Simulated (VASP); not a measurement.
# Ta (Im-3m) in VASP: notebook

The runs below take Ta through single point, relaxation of cell and atoms, with LDA.

Everything below comes from runs of VASP 6.6.1. Logs are shortened: lines on timing, memory, paths and dates and some standing lists are left out, and cuts for length are marked.

## 1. The cell of the first run

It takes space group Im-3m (No. 229, cubic). Conventional cell: a = 3.252 Å, b = 3.252 Å, c = 3.252 Å, α = 90.00°, β = 90.00°, γ = 90.00°. Ta (site symmetry m-3m) has 14 Ta at 2.82 to 3.25 Å within 3.7 Å.

## 2. Single point, LDA

The input, INCAR:

```
PREC = Accurate
ENCUT = 520
EDIFF = 1E-7
ISMEAR = -1
SIGMA = 0.1
LREAL = F
LASPH = T
NELM = 100
ALGO = Normal
ISIF = 2
LWAVE = F
LCHARG = F
GGA = CA
NBANDS = 12
```

The input, KPOINTS:

```
Automatic mesh
0
Gamma
  9 9 9
```

The input, POSCAR:

```
Ta
1.0
   -1.6262385521      1.6262385521      1.6262385521
    1.6262385521     -1.6262385521      1.6262385521
    1.6262385521      1.6262385521     -1.6262385521
Ta
1
Direct
    0.0000000000      0.0000000000      0.0000000000
```

Potentials or basis: VASP PAW LDA potentials, release 64 (Ta_pv).

The run is started by

```
cat potpaw_LDA.64/Ta_pv/POTCAR > POTCAR
mpirun -np 1 vasp_std > vasp.out
```

OUTCAR:

```text
PREC = Accurate
   ENCUT = 520
   EDIFF = 1E-7
   ISMEAR = -1
   LREAL = F
   LASPH = T
   NELM = 100
   ISIF = 2
   GGA = CA

 ion  position               nearest neighbor table
   1  0.000  0.000  0.000-

  LATTYP: Found a body centered cubic cell.
 ALAT       =     3.2524771042

  Lattice vectors:

 A1 = (  -1.6262385521,   1.6262385521,   1.6262385521)
 A2 = (   1.6262385521,  -1.6262385521,   1.6262385521)
 A3 = (   1.6262385521,   1.6262385521,  -1.6262385521)

Analysis of symmetry for initial positions (statically):
=====================================================================
 Subroutine PRICEL returns:
 Original cell was already a primitive cell.

 Routine SETGRP: Setting up the symmetry group for a
 body centered cubic supercell.

 Subroutine GETGRP returns: Found 48 space group operations
 (whereof 48 operations were pure point group operations)
 out of a pool of 48 trial point group operations.

The static configuration has the point symmetry O_h .

Analysis of symmetry for dynamics (positions and initial velocities):
=====================================================================
 Subroutine PRICEL returns:
 Original cell was already a primitive cell.

 Routine SETGRP: Setting up the symmetry group for a
 body centered cubic supercell.

 Subroutine GETGRP returns: Found 48 space group operations
 (whereof 48 operations were pure point group operations)
 out of a pool of 48 trial point group operations.

The dynamic configuration has the point symmetry O_h .

 Subroutine INISYM returns: Found 48 space group operations
 (whereof 48 operations are pure point group operations),
 and found     1 'primitive' translations

----------------------------------------------------------------------------------------

                                     Primitive cell

  volume of cell :      17.2033

  direct lattice vectors                    reciprocal lattice vectors
    -1.626238552  1.626238552  1.626238552     0.000000000  0.307457968  0.307457968
     1.626238552 -1.626238552  1.626238552     0.307457968  0.000000000  0.307457968
     1.626238552  1.626238552 -1.626238552     0.307457968  0.307457968  0.000000000

  length of vectors
     2.816727797  2.816727797  2.816727797     0.434811228  0.434811228  0.434811228

  position of ions in fractional coordinates (direct lattice)
     0.000000000  0.000000000  0.000000000

  ion indices of the primitive-cell ions
   primitive index   ion index
                 1           1

----------------------------------------------------------------------------------------

 KPOINTS: Automatic mesh

Automatic generation of k-mesh.
 Grid dimensions read from file:
 generate k-points for:    9    9    9

 Generating k-lattice:

  Cartesian coordinates                     Fractional coordinates (reciprocal lattice)
     0.000000000  0.034161996  0.034161996     0.111111111  0.000000000  0.000000000
     0.034161996  0.000000000  0.034161996     0.000000000  0.111111111  0.000000000
     0.034161996  0.034161996  0.000000000     0.000000000  0.000000000  0.111111111

  Length of vectors
     0.048312359  0.048312359  0.048312359

  Shift w.r.t. Gamma in fractional coordinates (k-lattice)
     0.000000000  0.000000000  0.000000000

 Subroutine IBZKPT returns following result:
 ===========================================

 Found     35 irreducible k-points:

 Following reciprocal coordinates:
            Coordinates               Weight
  0.000000  0.000000  0.000000      1.000000
  0.111111  0.000000  0.000000     12.000000
  0.222222  0.000000  0.000000     12.000000
  0.333333  0.000000  0.000000     12.000000
  0.444444  0.000000  0.000000     12.000000
  0.111111  0.111111  0.000000     24.000000
[... 16 lines left out ...]
 -0.333333  0.444444  0.111111     48.000000
 -0.444444 -0.444444  0.111111     24.000000
 [... further k-points ...]
   k-points           NKPTS =     35   k-points in BZ     NKDIM =     35   number of bands    NBANDS=     12
   number of dos      NEDOS =    301   number of ions     NIONS =      1
   total plane-waves  NPLWV =  13824
   dimension x,y,z NGX =    24 NGY =   24 NGZ =   24
   dimension x,y,z NGXF=    48 NGYF=   48 NGZF=   48
   ions per type =               1
   NGX,Y,Z   is equivalent  to a cutoff of  14.17, 14.17, 14.17 a.u.
   NGXF,Y,Z  is equivalent  to a cutoff of  28.33, 28.33, 28.33 a.u.
 SYSTEM =  unknown system
   PREC   = accura    normal or accurate (medium, high low for compatibility)
   ISTART =      0    job   : 0-new  1-cont  2-samecut
   ICHARG =      2    charge: 1-file 2-atom 10-const
   ISPIN  =      1    spin polarized calculation?
   LNONCOLLINEAR =      F non collinear calculations
   LSORBIT =      F    spin-orbit coupling
   LASPH  =      T    aspherical Exc in radial PAW
   ENCUT  =  520.0 eV  38.22 Ry    6.18 a.u.   5.24  5.24  5.24*2*pi/ulx,y,z
   NELM   =    100;   NELMIN=  2; NELMDL= -5     # of ELM steps
   EDIFF  = 0.1E-06   stopping-criterion for ELM
   LREAL  =      F    real-space projection
   EDIFFG = 0.1E-05   stopping-criterion for IOM
   NSW    =      0    number of steps for IOM
   IBRION =     -1    ionic relax: 0-MD 1-quasi-New 2-CG
   NFREE  =      0    steps in history (QN), initial steepest desc. (CG)
   ISIF   =      2    stress and relaxation
   ISYM   =      2    0-nonsym 1-usesym 2-fastsym
   POTIM  = 0.5000    time-step for ionic-motion
   TEBEG  =    0.0;   TEEND  =   0.0 temperature during run
   PSTRESS=    0.0 pullay stress
   NELECT =      11.0000    total number of electrons
   NUPDOWN=      -1.0000    fix difference up-down
   EMIN   =  10.00;   EMAX   =-10.00  energy-range for DOS
   EFERMI =   0.00;   METHOD = LEGACY
   ISMEAR =    -1;   SIGMA  =   0.10  broadening in eV -4-tet -1-fermi 0-gaus
   EFERMI_NEDOS =   21; number of points for ismear=-14 and -15
   IALGO  =     38    algorithm
   IMIX   =      4    mixing-type and parameters
     AMIX     =   0.40;   BMIX     =  1.00
     AMIX_MAG =   1.60;   BMIX_MAG =  1.00
  volume/ion in A,a.u.               =      17.20       116.09
  Fermi-wavevector in a.u.,A,eV,Ry     =   1.410376  2.665224 27.064159  1.989160
  Thomas-Fermi vector in A             =   2.532336
   LORBIT       =      0    0 simple, 1 ext, 2 COOP (PROOUT), +10 PAW based schemes
   GGA     = CA    functional components
   LHFCALC =     F    Hartree Fock is set to
   AEXX    =    0.0000 exact exchange contribution
   IVDW    =     0    specifies the selected vdW correction
   LEPSILON=     F    determine dielectric tensor
   LRPA    =     F    only Hartree local field effects (RPA)
 non-spin polarized calculation
  energy-cutoff  :      520.00
  volume of cell :       17.20
 maximum number of plane-waves:       473
 NGX is ok and might be reduce to    24
   NGX = 11   NGY = 11   NGZ = 11

 number of electron      10.9999999 magnetization

 Free energy of the ion-electron system (eV)
  ---------------------------------------------------
  ext. energy  EPLUGINS =         0.00000000
  ---------------------------------------------------
  free energy    TOTEN  =       -12.83927807 eV

  energy without entropy =      -12.79391604  energy(sigma->0) =      -12.81659705

 E-fermi :   5.8522     XC(G=0): -13.0286

 val. band max:        5.8168466766   @ k =  -0.2222   0.2222   0.1111
 cond. band min:       5.8887047570   @ k =   0.3333   0.0000   0.0000
 fundamental gap:      0.0718580805
 Fermi energy:         5.8522409197

 k-point     1 :       0.0000    0.0000    0.0000
  band No.  band energies     occupation
      1     -26.9173      2.00000
      2     -26.9173      2.00000
      3     -26.9173      2.00000
      4      -2.2275      2.00000
      5       6.4613      0.00452
      6       6.4613      0.00452
      7       6.4613      0.00452
      8       9.8843      0.00000
      9       9.8843      0.00000
     10      19.6548      0.00000
     11      21.0735      0.00000
     12      21.0735      0.00000

 k-point     2 :       0.1111    0.0000    0.0000
  band No.  band energies     occupation
      1     -27.0949      2.00000
      2     -26.9713      2.00000
      3     -26.9184      2.00000
      4      -1.6536      2.00000
      5       6.1015      0.15273
      6       6.3270      0.01720
      7       7.0341      0.00001
      8       9.3914      0.00000
      9       9.8918      0.00000
     10      19.6546      0.00000
     11      21.5541      0.00000
     12      22.0685      0.00000

 k-point     3 :       0.2222    0.0000    0.0000
  band No.  band energies     occupation
      1     -27.5250      2.00000
      2     -27.1059      2.00000
      3     -26.9216      2.00000
      4      -0.2272      2.00000
      5       5.3107      1.99114
      6       5.7749      1.36852
      7       8.6783      0.00000
      8       9.1907      0.00000
      9      10.0155      0.00000
     10      19.6533      0.00000
     11      21.7292      0.00000
     12      23.7602      0.00000

 k-point     4 :       0.3333    0.0000    0.0000
  band No.  band energies     occupation
      1     -27.9838      2.00000
      2     -27.2550      2.00000
      3     -26.9253      2.00000
      4       0.9996      2.00000
      5       4.5565      2.00000
      6       5.8887      0.81967
      7       9.6711      0.00000
      8      10.3715      0.00000
      9      11.1274      0.00000
     10      19.6431      0.00000
     11      19.8786      0.00000
     12      21.0567      0.00000

 k-point     5 :       0.4444    0.0000    0.0000
  band No.  band energies     occupation
      1     -28.2683      2.00000
      2     -27.3502      2.00000
      3     -26.9277      2.00000
      4       1.2150      2.00000
      5       4.1228      2.00000
      6       7.3583      0.00000
      7       9.8675      0.00000
      8      10.7910      0.00000
      9      13.5470      0.00000
     10      18.2595      0.00000
     11      18.6034      0.00000
     12      19.6791      0.00000
[... 228 lines left out ...]
      1     -27.8035      2.00000
      2     -27.3309      2.00000
      3     -27.1324      2.00000
      4       1.6549      2.00000
      5       4.8272      1.99993
      6       5.8905      0.81111
      7       7.6985      0.00000
      8      10.1071      0.00000
      9      11.1905      0.00000
     10      19.6424      0.00000
     11      20.3624      0.00000
     12      24.6127      0.00000

 k-point    22 :      -0.4444    0.4444    0.1111
  band No.  band energies     occupation
      1     -28.2219      2.00000
      2     -27.4129      2.00000
      3     -27.0476      2.00000
      4       1.7196      2.00000
      5       4.7048      1.99998
      6       6.0707      0.20228
      7       8.7444      0.00000
      8      11.9262      0.00000
      9      13.3985      0.00000
     10      18.3847      0.00000
     11      19.6687      0.00000
     12      20.3156      0.00000

 k-point    23 :      -0.3333    0.4444    0.1111
  band No.  band energies     occupation
      1     -28.0632      2.00000
      2     -27.5069      2.00000
      3     -27.1419      2.00000
      4       2.4691      2.00000
      5       4.4296      2.00000
      6       5.5984      1.85363
      7       8.4683      0.00000
      8      10.9647      0.00000
      9      13.2669      0.00000
     10      18.8842      0.00000
     11      19.6755      0.00000
     12      22.5209      0.00000

 k-point    24 :      -0.4444   -0.4444    0.1111
  band No.  band energies     occupation
      1     -28.1646      2.00000
      2     -27.5780      2.00000
      3     -27.1411      2.00000
      4       2.4589      2.00000
      5       4.9297      1.99980
      6       5.1986      1.99710
      7       8.4665      0.00000
      8      12.0250      0.00000
      9      15.1707      0.00000
     10      17.1377      0.00000
     11      19.6642      0.00000
     12      21.0656      0.00000

 [... further k-points ...]

------------------------ aborting loop because EDIFF is reached ----------------------------------------

  FORCE on cell =-STRESS in cart. coord.  units (eV):
  Direction    XX          YY          ZZ          XY          YZ          ZX
  --------------------------------------------------------------------------------------
  -------------------------------------------------------------------------------------
  Total        0.0865088      0.0865088      0.0865088      0.0000000      0.0000000      0.0000000
  in kB        8.0567161      8.0567161      8.0567161      0.0000000      0.0000000      0.0000000
  external PRESSURE =       8.0567161 kB  Pullay stress =       0.0000000 kB

 VOLUME and BASIS-vectors are now :
 -----------------------------------------------------------------------------
  energy-cutoff  :      520.00
  volume of cell :       17.20
      direct lattice vectors                 reciprocal lattice vectors
    -1.626238552  1.626238552  1.626238552     0.000000000  0.307457968  0.307457968
     1.626238552 -1.626238552  1.626238552     0.307457968  0.000000000  0.307457968
     1.626238552  1.626238552 -1.626238552     0.307457968  0.307457968  0.000000000

 POSITION                                       TOTAL-FORCE (eV/Angst)
 -----------------------------------------------------------------------------------
      0.00000      0.00000      0.00000        -0.000000     -0.000000     -0.000000
 -----------------------------------------------------------------------------------
    total drift:                               -0.000000      0.000000      0.000000

  FREE ENERGIE OF THE ION-ELECTRON SYSTEM (eV)
  ---------------------------------------------------
  free  energy   TOTEN  =       -12.8392780652 eV

  energy  without entropy=      -12.7939160434  energy(sigma->0) =      -12.81659705
```

It took 2.3 s on 1 thread of Intel Xeon 6975P-C (Granite Rapids), shared host; peak memory 0.13 GiB.

What came out:

```
Free energy : -12.8393 eV
Pressure    : 0.8 GPa
```

Levels at points of the mesh, in eV from the Fermi level:
| k point | band 1 | band 2 | band 3 | band 4 | band 5 | band 6 | band 7 | band 8 | band 9 | band 10 |
| --- | --- | --- | --- | --- | --- | --- | --- | --- | --- | --- |
| (0.00, 0.00, 0.00) | -32.77 | -32.77 | -32.77 | -8.08 | 0.61 | 0.61 | 0.61 | 4.03 | 4.03 | 13.80 |

Caveat: spin-orbit coupling is left out, which moves the levels of the heavy elements.

(Continued in part 2 of 2.)
